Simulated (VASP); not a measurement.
# Pb (P6_3/mmc) in VASP: a series of runs, part 2 of 2

VASP 6.6.1. Earlier steps stand in the parts before.

### Step 4. Single point, PBEsol (17.28 Å³/atom)

This run uses another cell than the first one, of 17.28 Å³/atom.

File INCAR:

```
PREC     = Accurate       # precision mode
ENCUT    = 520            # plane-wave cutoff, eV
EDIFF    = 1E-6           # SCF threshold, eV
ISMEAR   = -1             # smearing method
SIGMA    = 0.05           # smearing width, eV
LREAL    = F              # projectors in reciprocal space
LASPH    = T              # aspherical terms in the spheres
NELM     = 100            # most SCF steps
ALGO     = Normal         # electronic algorithm
ISIF     = 2              # what is computed and relaxed
LWAVE    = F              # write WAVECAR
LCHARG   = F              # write CHGCAR
GGA      = PS             # functional
NBANDS   = 21             # bands
```

File KPOINTS:

```
Automatic mesh
0
Gamma
  14 14 8
```

File POSCAR:

```
Pb
1.0
    2.8875749640      0.0000000000      0.0000000000
   -1.4437874820      2.5007132741      0.0000000000
    0.0000000000      0.0000000000      4.7863652487
Pb
2
Direct
    0.3333333333      0.6666666667      0.2500000000
    0.6666666667      0.3333333333      0.7500000000
```

Potentials or basis: VASP PAW PBE potentials, release 64 (Pb_d).

The run is started by

```sh
> cat potpaw_PBE.64/Pb_d/POTCAR > POTCAR
> mpirun -np 1 vasp_std > vasp.out
```

OUTCAR:

```text
PREC = Accurate
   ENCUT = 520
   EDIFF = 1E-6
   ISMEAR = -1
   LREAL = F
   LASPH = T
   NELM = 100
   ISIF = 2
   GGA = PS

 ion  position               nearest neighbor table
   1  0.333  0.667  0.250-   2 2.92   2 2.92   2 2.92   2 2.92   2 2.92   2 2.92   2 4.10   2 4.10
                             2 4.10   2 4.10   2 4.10   2 4.10
   2  0.667  0.333  0.750-   1 2.92   1 2.92   1 2.92   1 2.92   1 2.92   1 2.92   1 4.10   1 4.10
                             1 4.10   1 4.10   1 4.10   1 4.10

  LATTYP: Found a hexagonal cell.
 ALAT       =     2.8875749640
 C/A-ratio  =     1.6575726374

  Lattice vectors:

 A1 = (   2.8875749640,   0.0000000000,   0.0000000000)
 A2 = (  -1.4437874820,   2.5007132741,   0.0000000000)
 A3 = (   0.0000000000,   0.0000000000,   4.7863652487)

Analysis of symmetry for initial positions (statically):
=====================================================================
 Subroutine PRICEL returns:
 Original cell was already a primitive cell.

 Routine SETGRP: Setting up the symmetry group for a
 hexagonal supercell.

 Subroutine GETGRP returns: Found 24 space group operations
 (whereof 12 operations were pure point group operations)
 out of a pool of 24 trial point group operations.

The static configuration has the point symmetry D_3d.
 The point group associated with its full space group is D_6h.

Analysis of symmetry for dynamics (positions and initial velocities):
=====================================================================
 Subroutine PRICEL returns:
 Original cell was already a primitive cell.

 Routine SETGRP: Setting up the symmetry group for a
 hexagonal supercell.

 Subroutine GETGRP returns: Found 24 space group operations
 (whereof 12 operations were pure point group operations)
 out of a pool of 24 trial point group operations.

The dynamic configuration has the point symmetry D_3d.
 The point group associated with its full space group is D_6h.

 Subroutine INISYM returns: Found 24 space group operations
 (whereof 12 operations are pure point group operations),
 and found     1 'primitive' translations

----------------------------------------------------------------------------------------

                                     Primitive cell

  volume of cell :      34.5623

  direct lattice vectors                    reciprocal lattice vectors
     2.887574964  0.000000000  0.000000000     0.346311356  0.199942954  0.000000000
    -1.443787482  2.500713274  0.000000000     0.000000000  0.399885909  0.000000000
     0.000000000  0.000000000  4.786365249     0.000000000  0.000000000  0.208926805

  length of vectors
     2.887574964  2.887574964  4.786365249     0.399885909  0.399885909  0.208926805

  position of ions in fractional coordinates (direct lattice)
     0.333333333  0.666666667  0.250000000
     0.666666667  0.333333333  0.750000000

  ion indices of the primitive-cell ions
   primitive index   ion index
                 1           1
                 2           2

----------------------------------------------------------------------------------------

 KPOINTS: Automatic mesh

Automatic generation of k-mesh.
 Grid dimensions read from file:
 generate k-points for:   14   14    8

 Generating k-lattice:

  Cartesian coordinates                     Fractional coordinates (reciprocal lattice)
     0.024736525  0.014281640  0.000000000     0.071428571  0.000000000  0.000000000
     0.000000000  0.028563279  0.000000000     0.000000000  0.071428571  0.000000000
     0.000000000  0.000000000  0.026115851     0.000000000  0.000000000  0.125000000

  Length of vectors
     0.028563279  0.028563279  0.026115851

  Shift w.r.t. Gamma in fractional coordinates (k-lattice)
     0.000000000  0.000000000  0.000000000

 Subroutine IBZKPT returns following result:
 ===========================================

 Found    120 irreducible k-points:

 Following reciprocal coordinates:
            Coordinates               Weight
  0.000000  0.000000  0.000000      1.000000
  0.071429  0.000000  0.000000      6.000000
  0.142857 -0.000000  0.000000      6.000000
  0.214286 -0.000000  0.000000      6.000000
  0.285714 -0.000000  0.000000      6.000000
  0.357143  0.000000  0.000000      6.000000
[... 16 lines left out ...]
  0.285714  0.285714  0.000000      6.000000
  0.357143  0.285714  0.000000      6.000000
 [... further k-points ...]
   k-points           NKPTS =    120   k-points in BZ     NKDIM =    120   number of bands    NBANDS=     21
   number of dos      NEDOS =    301   number of ions     NIONS =      2
   total plane-waves  NPLWV =  20736
   dimension x,y,z NGX =    24 NGY =   24 NGZ =   36
   dimension x,y,z NGXF=    48 NGYF=   48 NGZF=   72
   ions per type =               2
   NGX,Y,Z   is equivalent  to a cutoff of  13.82, 13.82, 12.50 a.u.
   NGXF,Y,Z  is equivalent  to a cutoff of  27.63, 27.63, 25.01 a.u.
 SYSTEM =  unknown system
   PREC   = accura    normal or accurate (medium, high low for compatibility)
   ISTART =      0    job   : 0-new  1-cont  2-samecut
   ICHARG =      2    charge: 1-file 2-atom 10-const
   ISPIN  =      1    spin polarized calculation?
   LNONCOLLINEAR =      F non collinear calculations
   LSORBIT =      F    spin-orbit coupling
   LASPH  =      T    aspherical Exc in radial PAW
   ENCUT  =  520.0 eV  38.22 Ry    6.18 a.u.   5.37  5.37  8.90*2*pi/ulx,y,z
   NELM   =    100;   NELMIN=  2; NELMDL= -5     # of ELM steps
   EDIFF  = 0.1E-05   stopping-criterion for ELM
   LREAL  =      F    real-space projection
   EDIFFG = 0.1E-04   stopping-criterion for IOM
   NSW    =      0    number of steps for IOM
   IBRION =     -1    ionic relax: 0-MD 1-quasi-New 2-CG
   NFREE  =      0    steps in history (QN), initial steepest desc. (CG)
   ISIF   =      2    stress and relaxation
   ISYM   =      2    0-nonsym 1-usesym 2-fastsym
   POTIM  = 0.5000    time-step for ionic-motion
   TEBEG  =    0.0;   TEEND  =   0.0 temperature during run
   PSTRESS=    0.0 pullay stress
   NELECT =      28.0000    total number of electrons
   NUPDOWN=      -1.0000    fix difference up-down
   EMIN   =  10.00;   EMAX   =-10.00  energy-range for DOS
   EFERMI =   0.00;   METHOD = LEGACY
   ISMEAR =    -1;   SIGMA  =   0.05  broadening in eV -4-tet -1-fermi 0-gaus
   EFERMI_NEDOS =   21; number of points for ismear=-14 and -15
   IALGO  =     38    algorithm
   IMIX   =      4    mixing-type and parameters
     AMIX     =   0.40;   BMIX     =  1.00
     AMIX_MAG =   1.60;   BMIX_MAG =  1.00
  volume/ion in A,a.u.               =      17.28       116.62
  Fermi-wavevector in a.u.,A,eV,Ry     =   1.526136  2.883978 31.689199  2.329090
  Thomas-Fermi vector in A             =   2.634211
   LORBIT       =      0    0 simple, 1 ext, 2 COOP (PROOUT), +10 PAW based schemes
   GGA     = PS    functional components
   LHFCALC =     F    Hartree Fock is set to
   AEXX    =    0.0000 exact exchange contribution
   IVDW    =     0    specifies the selected vdW correction
   LEPSILON=     F    determine dielectric tensor
   LRPA    =     F    only Hartree local field effects (RPA)
 non-spin polarized calculation
  energy-cutoff  :      520.00
  volume of cell :       34.56
 maximum number of plane-waves:       966
 NGX is ok and might be reduce to    24
   NGX = 11   NGY = 11   NGZ = 17

 number of electron      28.0000012 magnetization

 Free energy of the ion-electron system (eV)
  ---------------------------------------------------
  ext. energy  EPLUGINS =         0.00000000
  ---------------------------------------------------
  free energy    TOTEN  =        -3.39129850 eV

  energy without entropy =       -3.38340278  energy(sigma->0) =       -3.38735064

 E-fermi :  15.7267     XC(G=0): -13.3574

 val. band max:       15.7113082398   @ k =   0.3571   0.2143   0.0000
 cond. band min:      15.7436477538   @ k =   0.3571   0.1429   0.2500
 fundamental gap:      0.0323395140
 Fermi energy:        15.7267241813

 k-point     1 :       0.0000    0.0000    0.0000
  band No.  band energies     occupation
      1      -3.3643      2.00000
      2      -2.7825      2.00000
      3      -2.6732      2.00000
      4      -2.6732      2.00000
      5      -2.5546      2.00000
      6      -2.5546      2.00000
[... 550 lines left out ...]
      5      -2.4751      2.00000
      6      -2.3627      2.00000
[... 13 lines left out ...]
     20      31.6586      0.00000
     21      32.7761      0.00000

 [... further k-points ...]

------------------------ aborting loop because EDIFF is reached ----------------------------------------

  FORCE on cell =-STRESS in cart. coord.  units (eV):
  Direction    XX          YY          ZZ          XY          YZ          ZX
  --------------------------------------------------------------------------------------
  -------------------------------------------------------------------------------------
  Total       21.5282722     21.5282722     21.5981477      0.0000000     -0.0000000     -0.0000000
  in kB      997.9683205    997.9683205   1001.2074804      0.0000000     -0.0000000     -0.0000000
  external PRESSURE =     999.0480405 kB  Pullay stress =       0.0000000 kB

 VOLUME and BASIS-vectors are now :
 -----------------------------------------------------------------------------
  energy-cutoff  :      520.00
  volume of cell :       34.56
      direct lattice vectors                 reciprocal lattice vectors
     2.887574964  0.000000000  0.000000000     0.346311356  0.199942954  0.000000000
    -1.443787482  2.500713274  0.000000000     0.000000000  0.399885909  0.000000000
     0.000000000  0.000000000  4.786365249     0.000000000  0.000000000  0.208926805

 POSITION                                       TOTAL-FORCE (eV/Angst)
 -----------------------------------------------------------------------------------
     -0.00000      1.66714      1.19659         0.000000     -0.000000      0.000000
      1.44379      0.83357      3.58977        -0.000000      0.000000      0.000000
 -----------------------------------------------------------------------------------
    total drift:                               -0.000000      0.000000      0.000000

  FREE ENERGIE OF THE ION-ELECTRON SYSTEM (eV)
  ---------------------------------------------------
  free  energy   TOTEN  =        -3.3912984978 eV

  energy  without entropy=       -3.3834027833  energy(sigma->0) =       -3.38735064
```

It took 34 s on 1 thread of AMD EPYC 9R45 (Zen 5), shared host; peak memory 0.17 GiB.

What came out:

```yaml
Free_energy: -3.3913 eV
Pressure: 99.9 GPa
Band_gap_on_the_k_mesh: zero (bands 14 and 15 overlap by 12.16 eV)
```

Caveat: the cell stands under pressure; the PAW data sets were made with another functional, which shifts forces and pressure a little; spin-orbit coupling is left out, which moves the levels of the heavy elements.

The gap in the log of VASP goes by the Fermi energy; the results here count the filled bands.